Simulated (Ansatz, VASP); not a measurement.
W2N in VASP and in Ansatz

```
W N
1.0
    -1.36060    1.36060    4.91633
     1.36060   -1.36060    4.91633
     1.36060    1.36060   -4.91633
W N
2 1
Direct
  0.63922 0.63922 0.00000
  0.36078 0.36078 0.00000
  0.00000 0.00000 0.00000
```

Alike in both runs: functional PBE; k mesh 24 × 24 × 24; occupations gaussian, width 0.1 eV; no spin polarisation.

Ansatz relaxed the structure, and its values are those at the end. VASP's run is a single point on that final structure, the one shown.

|  | VASP | Ansatz |
| --- | --- | --- |
| version | VASP 6.6.1 | Ansatz 0.2.0 |
| potentials or method | VASP PAW PBE potentials, release 64 (W_sv, N), cutoff 520 eV | scalar-relativistic, plane waves, PAW |
| valence electrons in the cell | 33 | 33 |

```csv
,VASP,Ansatz,Ansatz less VASP
gap on the k mesh at the Fermi level (eV),none,none,-
pressure (GPa),1.1,0.0,-1.05
rms of the force components (eV/Å),0.024,0.001,-0.0236
```

A gap of «none» marks a metal or a gap that the smearing closes. With one functional, cell and mesh, what is left measures potentials, basis and numerics.

Spin-orbit coupling is off throughout.
